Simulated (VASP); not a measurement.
# Si (a cell with a defect) in VASP: a series of runs, part 2 of 2

VASP 6.6.1. Earlier steps stand in the parts before.

**3. Single point, PBEsol**

INCAR reads:

```
SYSTEM = Si
  PREC = Accurate
  ENCUT = 400
  EDIFF = 1E-6
  ISMEAR = -1
  SIGMA = 0.05
  LREAL = Auto
  LASPH = .TRUE.
  NELM = 120
  ALGO = Normal
  ISIF = 2
  LWAVE = .FALSE.
  LCHARG = .FALSE.
  GGA = PS
  NELECT = 250.0
  ISYM = -1
  NBANDS = 161
  GGA_COMPAT = .FALSE.
```

KPOINTS reads:

```
explicit points
1
Reciprocal
  0.25000000   0.25000000   0.25000000 1
```

POSCAR reads:

```
Si
1.0
   10.8655790000      0.0000000000      0.0000000000
    0.0000000000     10.8655790000      0.0000000000
    0.0000000000      0.0000000000     10.8655790000
Si
62
Direct
    0.9997880000      0.9997390000      0.9996840000
    0.9984040000      0.9984380000      0.5013660000
    0.9985630000      0.5015290000      0.9981360000
    0.9992130000      0.4996770000      0.4996510000
    0.5015660000      0.9981140000      0.9981110000
    0.4997190000      0.9992150000      0.4996070000
    0.4996780000      0.4995450000      0.9993420000
    0.1250590000      0.1250910000      0.1249070000
    0.1267320000      0.1265230000      0.6232890000
    0.1268550000      0.6231970000      0.1265130000
    0.1253820000      0.6252070000      0.6250370000
    0.6234810000      0.1261980000      0.1264370000
    0.6251130000      0.1255840000      0.6249470000
    0.6250960000      0.6250660000      0.1254660000
    0.2512420000      0.2512090000      0.0005550000
    0.2558400000      0.2556910000      0.5043130000
    0.2514480000      0.7491510000      0.9985050000
    0.2551390000      0.7454650000      0.4985570000
    0.7493810000      0.2510520000      0.9986490000
    0.7454130000      0.2553110000      0.4985060000
    0.7488770000      0.7489550000      0.9970050000
    0.7334440000      0.7333750000      0.5136070000
    0.3759220000      0.3758250000      0.1278960000
    0.3917100000      0.3918600000      0.6106850000
    0.3756840000      0.8734400000      0.1262350000
    0.3795700000      0.8693950000      0.6261310000
    0.8737400000      0.3756380000      0.1259790000
    0.8693700000      0.3795330000      0.6261140000
    0.8737150000      0.8736050000      0.1241280000
    0.8692190000      0.8693490000      0.6203000000
    0.2512380000      0.0007240000      0.2510370000
    0.2513540000      0.9984590000      0.7492860000
    0.2557730000      0.5042450000      0.2559010000
    0.2553380000      0.4987420000      0.7451080000
    0.7493270000      0.9984310000      0.2513380000
    0.7489300000      0.9971300000      0.7487550000
    0.7455850000      0.4986680000      0.2550420000
    0.7332820000      0.5135030000      0.7339230000
    0.3760230000      0.1277980000      0.3757840000
    0.3756450000      0.1262260000      0.8734950000
    0.3914760000      0.6108420000      0.3920650000
    0.3796890000      0.6260550000      0.8693490000
    0.8735810000      0.1262660000      0.3755250000
    0.8737580000      0.1241530000      0.8735140000
    0.8696230000      0.6262010000      0.3792950000
    0.8692280000      0.6205380000      0.8692550000
    0.0006650000      0.2511980000      0.2510390000
    0.9986740000      0.2513230000      0.7490980000
    0.9988050000      0.7491730000      0.2510980000
    0.9969000000      0.7489850000      0.7488350000
    0.5045550000      0.2554300000      0.2554180000
    0.4986210000      0.2553700000      0.7451260000
    0.4985800000      0.7450930000      0.2554320000
    0.5141080000      0.7330070000      0.7329320000
    0.1277340000      0.3757800000      0.3759380000
    0.1264270000      0.3756230000      0.8733060000
    0.1262330000      0.8736900000      0.3754290000
    0.1241770000      0.8735130000      0.8736440000
    0.6113480000      0.3913200000      0.3910580000
    0.6261010000      0.3791130000      0.8697370000
    0.6261780000      0.8693760000      0.3793990000
    0.6205140000      0.8690530000      0.8688840000
```

Potentials or basis: VASP PAW PBE potentials, release 64 (Si).

Command:

```sh
cat potpaw_PBE.64/Si/POTCAR > POTCAR
mpirun -np 1 vasp_std > vasp.out
```

Run time: 3.9 min. Hardware: 1 thread of Intel Xeon Platinum 8259CL at 2.50GHz (Skylake/Cascade Lake), shared host; peak memory 0.75 GiB.

Results (log left out):

```
Free energy   : -339.0884 eV
Largest force : 0.078 eV/Å
```

Forces on the atoms (eV/Å):
```
Si  -0.001 -0.005 -0.004
Si   0.008  0.007 -0.009
Si   0.010 -0.013  0.008
Si  -0.010  0.013  0.010
Si  -0.011  0.007  0.010
Si   0.010 -0.011  0.011
Si   0.009  0.012 -0.013
Si   0.006  0.001  0.005
Si  -0.009 -0.008  0.012
Si  -0.011  0.012 -0.008
Si   0.014 -0.010 -0.010
Si   0.013 -0.007 -0.010
Si  -0.012  0.010 -0.009
Si  -0.011 -0.008  0.012
Si  -0.007 -0.005  0.007
Si   0.021  0.021  0.005
Si   0.011 -0.009 -0.006
Si  -0.017 -0.001 -0.006
Si  -0.011  0.007 -0.005
Si  -0.001 -0.021 -0.011
Si  -0.004 -0.002  0.010
Si   0.046  0.049  0.039
Si   0.002  0.001 -0.009
Si  -0.053 -0.045 -0.032
Si   0.006 -0.007  0.002
Si  -0.001  0.019  0.005
Si  -0.008  0.009  0.005
Si   0.023 -0.002  0.015
Si   0.007  0.004 -0.006
Si  -0.022 -0.025 -0.009
Si  -0.005  0.004 -0.007
Si   0.006 -0.002 -0.009
Si   0.021  0.008  0.019
Si  -0.014 -0.008 -0.003
Si  -0.011 -0.003  0.006
Si  -0.003  0.006 -0.002
Si  -0.001 -0.014 -0.019
Si   0.042  0.040  0.040
Si   0.002 -0.009  0.004
Si   0.009  0.002 -0.010
Si  -0.049 -0.033 -0.051
Si  -0.002  0.011  0.018
Si  -0.005  0.003  0.006
Si   0.005 -0.005  0.004
Si   0.021  0.010  0.000
Si  -0.018 -0.008 -0.019
Si   0.004 -0.009 -0.005
Si  -0.005  0.008 -0.010
Si  -0.006 -0.008  0.008
Si   0.009 -0.003 -0.003
Si   0.006  0.022  0.023
Si  -0.009 -0.019 -0.001
Si  -0.007 -0.004 -0.016
Si   0.033  0.044  0.051
Si  -0.007  0.005  0.004
Si  -0.001  0.007 -0.003
Si   0.004 -0.008  0.008
Si  -0.004  0.008  0.005
Si  -0.038 -0.044 -0.046
Si   0.014  0.000  0.021
Si   0.011  0.023 -0.001
Si  -0.005 -0.020 -0.021
```

Levels at points of the mesh, in eV from the Fermi level:
```csv
k point,band 121,band 122,band 123,band 124,band 125,band 126,band 127,band 128,band 129,band 130
"(0.25, 0.25, 0.25)",-1.16,-1.05,-1.05,-0.09,-0.09,0.09,0.09,0.34,0.34,0.41
```

Caveat: the cell carries a net charge on a neutralising background, which shifts energy and pressure; the cell is charged against a uniform background, so pressure and absolute levels hang on convention; the PAW data sets were made with another functional, which shifts forces and pressure a little.
